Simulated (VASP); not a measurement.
# H7C6O8 (a cell with a defect) in VASP: further runs, part 2 of 4

VASP 6.6.1. Earlier steps stand in the parts before.

## Step 3: Single point, PBE+D3(BJ)

Contents of INCAR:

```
ALGO = Normal
EDIFF = 1E-6
ENCUT = 520
GGA = PE
ISIF = 2
ISMEAR = -1
IVDW = 12
LASPH = True
LCHARG = False
LREAL = Auto
LWAVE = False
NBANDS = 56
NELM = 100
PREC = Accurate
SIGMA = 0.05
```

Contents of KPOINTS:

```
k-points
0
Gamma
  2 2 2
```

Contents of POSCAR:

```
H7C6O8
1.0
    5.2658520000      0.0000000000      0.0000000000
    0.4708210000      5.4317370000      0.0000000000
    2.0503980000      2.5584150000      7.9336630000
H C O
7 6 8
Direct
    0.8896479821      0.2957148841      0.5709216537
    0.0804999029      0.6955467994      0.4209530957
    0.4664470587      0.2133336234      0.3313097620
    0.5521081219      0.5179706484      0.1781648653
    0.5342167272      0.6082229780      0.7461622708
    0.7787068789      0.0084918577      0.9893916593
    0.2425913660      1.0011793708     -0.0142052921
    0.7825940301      0.4127587192      0.3648755940
    0.2062128236      0.5737053032      0.6367550525
    0.6331257607      0.3420301701      0.2544474097
    0.3316366210      0.6310520647      0.7597247324
    0.8146815980      0.2192151783      0.1395320169
    0.1986790731      0.7875183059      0.8562753422
    0.8959882492      0.6230353864      0.3141928262
    0.0863766850      0.3689366760      0.6938409156
    0.7803844775      0.2420979515      0.5117182315
    0.2109603299      0.7346766080      0.4880091327
    0.0563538048      0.2091870792      0.1251754706
    0.9576297120      0.8354948041      0.8744132439
    0.6830241790      0.1367212267      0.0522457281
    0.3501083608      0.8689994528      0.9381290836
```

Potentials or basis: VASP PAW PBE potentials, release 64 (H, C, O).

Run with:

```
$ cat potpaw_PBE.64/H/POTCAR potpaw_PBE.64/C/POTCAR potpaw_PBE.64/O/POTCAR > POTCAR
$ mpirun -np 1 vasp_std > vasp.out
```

OUTCAR:

```text
EDIFF = 1E-6
   ENCUT = 520
   GGA = PE
   ISIF = 2
   ISMEAR = -1
   IVDW = 12
   LASPH = True
   LREAL = Auto
   NELM = 100
   PREC = Accurate
 IVDW          = 12

 ion  position               nearest neighbor table
   1  0.890  0.296  0.571-  16 0.97
   2  0.080  0.696  0.421-  17 1.07
   3  0.466  0.213  0.331-  10 1.11
   4  0.552  0.518  0.178-  10 1.09
   5  0.534  0.608  0.746-  11 1.05
[... 675 lines left out ...]
  -------------------------------------------------------------------------------------
  Total      -0.89492     1.73959    -0.43940    -0.15402    -1.65148    -2.33509
  in kB      -6.31849    12.28222    -3.10234    -1.08745   -11.66013   -16.48670
  external pressure =        0.95 kB  Pullay stress =        0.00 kB

 VOLUME and BASIS-vectors are now :
 -----------------------------------------------------------------------------
  energy-cutoff  :      520.00
  volume of cell :      226.92
      direct lattice vectors                 reciprocal lattice vectors
     5.265852000  0.000000000  0.000000000     0.189902793 -0.016460705 -0.043770827
     0.470821000  5.431737000  0.000000000     0.000000000  0.184103170 -0.059368833
     2.050398000  2.558415000  7.933663000     0.000000000  0.000000000  0.126045182

 POSITION                                       TOTAL-FORCE (eV/Angst)
 -----------------------------------------------------------------------------------
      5.99460      3.06690      4.52950         1.215129      0.587345      0.981221
      1.61450      4.85500      3.33970         0.643165     -0.109941      0.494214
      3.23600      2.00640      2.62850         0.332916      0.037301     -0.252119
      3.51650      3.26930      1.41350        -0.066915      0.175137     -0.121039
      4.62940      5.21270      5.91980         1.655522     -0.556050      0.063144
      6.13320      2.57740      7.84950         0.435027      0.923499      0.175262
[... 13 lines left out ...]
      3.76820      0.87630      0.41450         0.006073     -0.901196     -0.161270
      4.17630      7.12030      7.44280        -0.683110      0.294212     -0.325057
 -----------------------------------------------------------------------------------
    total drift:                               -0.011891     -0.015474     -0.003449

  FREE ENERGIE OF THE ION-ELECTRON SYSTEM (eV)
  ---------------------------------------------------
  free  energy   TOTEN  =      -135.1398797992 eV

  energy  without entropy=     -135.0729336092  energy(sigma->0) =     -135.10640670
```

stdout:

```text
POSCAR found type information on POSCAR H C O
 POSCAR found :  3 types and      21 ions
 scaLAPACK will be used
 LDA part: xc-table for (Slater+PW92), standard interpolation
 POSCAR, INCAR and KPOINTS ok, starting setup
 FFT: planning ... GRIDC
 FFT: planning ... GRID_SOFT
 FFT: planning ... GRID
 WAVECAR not read
 entering main loop
```

Wall time 2.4 min (1 thread of Intel Xeon Platinum 8559C (Emerald Rapids), shared host); peak memory 0.33 GiB.

What came out:

- Free energy: -135.1399 eV
- Pressure: 0.1 GPa
- Largest force: 2.097 eV/Å
- Band gap on the k mesh: zero (an odd number of electrons rules out a gap without spin polarisation)
- Dispersion energy per atom: -0.060 eV

Forces in eV/Å, atoms in the order of the input:
```
H    1.215  0.587  0.981
H    0.643 -0.110  0.494
H    0.333  0.037 -0.252
H   -0.067  0.175 -0.121
H    1.656 -0.556  0.063
H    0.435  0.923  0.175
H    0.300 -0.140  0.286
C   -0.509  0.571 -1.147
C   -0.147  0.226  1.085
C   -0.197  0.520  1.372
C   -0.962  0.327 -1.835
C    0.750 -0.829 -1.068
C   -0.371  0.538  1.397
O    0.552  0.409  0.286
O   -0.736 -1.144  0.211
O   -1.103 -1.241 -0.002
O   -0.251  0.732 -1.253
O   -0.792 -0.403 -0.042
O   -0.073 -0.016 -0.144
O    0.006 -0.901 -0.161
O   -0.683  0.294 -0.325
```

Caveat: the k points lie up to 0.61 Å⁻¹ apart, too coarse for converged energies and pressures of a metal; an odd number of electrons without spin polarisation forces a metal; a magnetic or distorted state may lie lower.

## Step 4: Single point, PBE+D3(BJ)

Contents of INCAR:

```
PREC = Accurate ; ENCUT = 520
EDIFF = 1E-6 ; ISMEAR = -1
SIGMA = 0.05 ; LREAL = Auto
LASPH = T ; NELM = 100
ALGO = Normal ; ISIF = 2
LWAVE = F ; LCHARG = T
GGA = PE ; IVDW = 12
LELF = T ; LVHAR = T
NBANDS = 56
```

Contents of KPOINTS:

```
Automatic mesh
0
Gamma
  2 2 2
```

Contents of POSCAR:

```
H7C6O8
1.0
    5.2658520000      0.0000000000      0.0000000000
    0.4708210000      5.4317370000      0.0000000000
    2.0503980000      2.5584150000      7.9336630000
H C O
7 6 8
Direct
    0.8983428128      0.2686923125      0.5800599294
    0.0616728149      0.6797422888      0.4277721401
    0.4778194560      0.1833108278      0.3447461784
    0.5256217027      0.5220692485      0.1874039772
    0.5328995239      0.6766896458      0.7066092926
    0.8327091750      0.0401893256      0.9910050376
    0.2588351361      0.9802943301     -0.0026973669
    0.7763463541      0.4210809615      0.3660856278
    0.1861755875      0.5694694284      0.6424648993
    0.6330064402      0.3459540823      0.2631193183
    0.3220706217      0.6331734524      0.7522502531
    0.8247280392      0.2211476039      0.1352338762
    0.1927907447      0.7839729069      0.8645060926
    0.8916790729      0.6268784649      0.3146717979
    0.0812485709      0.3491520585      0.7012145588
    0.7819784112      0.2368569480      0.5117056270
    0.2103202681      0.7285813546      0.4863705454
    0.0621358110      0.2178657773      0.1194530194
    0.9590947354      0.8453774267      0.8734048825
    0.6955449281      0.1376884585      0.0509348582
    0.3599963075      0.8696651663      0.9301882371
```

Potentials or basis: VASP PAW PBE potentials, release 64 (H, C, O).

Run with:

```
$ cat potpaw_PBE.64/H/POTCAR potpaw_PBE.64/C/POTCAR potpaw_PBE.64/O/POTCAR > POTCAR
$ mpirun -np 1 vasp_std > vasp.out
```

OUTCAR:

```text
PREC = Accurate
   ENCUT = 520
   EDIFF = 1E-6
   ISMEAR = -1
   LREAL = Auto
   LASPH = T
   NELM = 100
   ISIF = 2
   GGA = PE
   IVDW = 12
 IVDW          = 12

 ion  position               nearest neighbor table
   1  0.898  0.269  0.580-  16 1.00
   2  0.062  0.680  0.428-  17 1.12
   3  0.478  0.183  0.345-  10 1.18
   4  0.526  0.522  0.187-  10 1.16
   5  0.533  0.677  0.707-  11 1.10
[... 675 lines left out ...]
  -------------------------------------------------------------------------------------
  Total      -0.85372    -1.97169    -3.43014     1.18308     2.61304     0.10078
  in kB      -6.02760   -13.92096   -24.21820     8.35306    18.44911     0.71156
  external pressure =      -14.72 kB  Pullay stress =        0.00 kB

 VOLUME and BASIS-vectors are now :
 -----------------------------------------------------------------------------
  energy-cutoff  :      520.00
  volume of cell :      226.92
      direct lattice vectors                 reciprocal lattice vectors
     5.265852000  0.000000000  0.000000000     0.189902793 -0.016460705 -0.043770827
     0.470821000  5.431737000  0.000000000     0.000000000  0.184103170 -0.059368833
     2.050398000  2.558415000  7.933663000     0.000000000  0.000000000  0.126045182

 POSITION                                       TOTAL-FORCE (eV/Angst)
 -----------------------------------------------------------------------------------
      6.04640      2.94350      4.60200         0.220383      0.396350      0.039452
      1.52190      4.78660      3.39380         1.321314      0.343229      0.075921
      3.30930      1.87770      2.73510         1.241056      1.325772     -1.135800
      3.39790      3.31520      1.48680         0.973768     -1.186798      0.793060
      4.57360      5.48340      5.60600        -0.224463     -0.532849      0.161742
      6.43580      2.75370      7.86230        -0.560906     -0.839231     -1.015544
[... 13 lines left out ...]
      3.83190      0.87820      0.40410        -0.020258     -0.357180      0.058736
      4.21240      7.10360      7.37980        -0.410530      0.157099      0.598454
 -----------------------------------------------------------------------------------
    total drift:                                0.025438      0.020872      0.010829

  FREE ENERGIE OF THE ION-ELECTRON SYSTEM (eV)
  ---------------------------------------------------
  free  energy   TOTEN  =      -134.7700492171 eV

  energy  without entropy=     -134.7079816144  energy(sigma->0) =     -134.73901542
```

OSZICAR:

```text
N       E                     dE             d eps       ncg     rms          rms(c)
DAV:   1     0.469679883665E+03    0.46968E+03   -0.39862E+04   896   0.127E+03
DAV:   2    -0.101156061230E+03   -0.57084E+03   -0.55076E+03  1112   0.302E+02
DAV:   3    -0.141910855641E+03   -0.40755E+02   -0.40392E+02  1088   0.847E+01
DAV:   4    -0.142510521225E+03   -0.59967E+00   -0.59833E+00  1080   0.112E+01
DAV:   5    -0.142525280235E+03   -0.14759E-01   -0.14752E-01  1096   0.165E+00    0.205E+01
DAV:   6    -0.134307039861E+03    0.82182E+01   -0.25163E+01  1032   0.218E+01    0.926E+00
DAV:   7    -0.133667989991E+03    0.63905E+00   -0.20654E+00  1152   0.707E+00    0.517E+00
DAV:   8    -0.133512134179E+03    0.15586E+00   -0.71959E-01  1088   0.415E+00    0.173E+00
DAV:   9    -0.133507260555E+03    0.48736E-02   -0.79328E-02  1128   0.160E+00    0.612E-01
DAV:  10    -0.133508725156E+03   -0.14646E-02   -0.18955E-02  1072   0.759E-01    0.224E-01
DAV:  11    -0.133509184289E+03   -0.45913E-03   -0.29662E-03  1032   0.306E-01    0.970E-02
DAV:  12    -0.133509441000E+03   -0.25671E-03   -0.64600E-04  1064   0.141E-01    0.424E-02
DAV:  13    -0.133509502793E+03   -0.61793E-04   -0.13660E-04  1032   0.843E-02    0.170E-02
DAV:  14    -0.133509512862E+03   -0.10069E-04   -0.60923E-05  1136   0.485E-02    0.108E-02
DAV:  15    -0.133509512507E+03    0.35475E-06   -0.13170E-05  1048   0.211E-02    0.387E-03
DAV:  16    -0.133509512406E+03    0.10170E-06   -0.16325E-06   752   0.796E-03
   1 F= -.13477005E+03 E0= -.13473902E+03  d E =-.620676E-01
```

stdout:

```text
POSCAR found type information on POSCAR H C O
 POSCAR found :  3 types and      21 ions
 scaLAPACK will be used
 LDA part: xc-table for (Slater+PW92), standard interpolation
 POSCAR, INCAR and KPOINTS ok, starting setup
 FFT: planning ... GRIDC
 FFT: planning ... GRID_SOFT
 FFT: planning ... GRID
 WAVECAR not read
 entering main loop
```

It took 2.2 min on 1 thread of Intel Xeon Platinum 8559C (Emerald Rapids), shared host; peak memory 0.33 GiB.

What came out:

* Free energy: -134.7700 eV
* Pressure: -1.5 GPa
* Largest force: 3.199 eV/Å
* Band gap on the k mesh: zero (an odd number of electrons rules out a gap without spin polarisation)
* Dispersion energy per atom: -0.060 eV

Forces on the atoms (eV/Å):
```
H    0.220  0.396  0.039
H    1.321  0.343  0.076
H    1.241  1.326 -1.136
H    0.974 -1.187  0.793
H   -0.224 -0.533  0.162
H   -0.561 -0.839 -1.016
H    0.248  0.211 -0.026
C    0.283 -1.041  1.077
C    0.024 -1.527  0.200
C   -2.723 -1.452 -0.845
C    1.111  1.999 -0.079
C   -0.693  2.293  1.481
C    0.357 -1.211 -1.265
O    1.197  1.561  0.237
O   -0.347  1.060 -0.970
O   -0.360 -0.172 -0.165
O   -1.791 -0.667  0.124
O    0.589 -0.612 -0.142
O   -0.436  0.252  0.796
O   -0.020 -0.357  0.059
O   -0.411  0.157  0.598
```

Levels at points of the mesh, in eV from the Fermi level:
```csv
k point,band 37,band 38,band 39,band 40,band 41,band 42
"(0.00, 0.00, 0.00)",-1.82,-1.51,-1.28,-0.04,3.43,3.71
"(0.50, 0.00, 0.00)",-1.81,-1.48,-1.21,-0.03,3.41,3.69
"(0.00, 0.50, 0.00)",-1.82,-1.64,-1.31,0.01,3.38,3.69
"(0.50, 0.50, 0.00)",-1.82,-1.57,-1.23,0.05,3.36,3.67
"(0.00, 0.00, 0.50)",-1.89,-1.52,-1.31,-0.05,3.41,3.71
"(0.50, 0.00, 0.50)",-1.92,-1.45,-1.21,-0.02,3.40,3.72
"(0.00, 0.50, 0.50)",-1.81,-1.62,-1.32,0.01,3.37,3.69
"(0.50, 0.50, 0.50)",-1.82,-1.57,-1.24,0.07,3.31,3.70
```

Caveat: the k points lie up to 0.61 Å⁻¹ apart, too coarse for converged energies and pressures of a metal; an odd number of electrons without spin polarisation forces a metal; a magnetic or distorted state may lie lower.

(Part 2 of 4 ends here.)
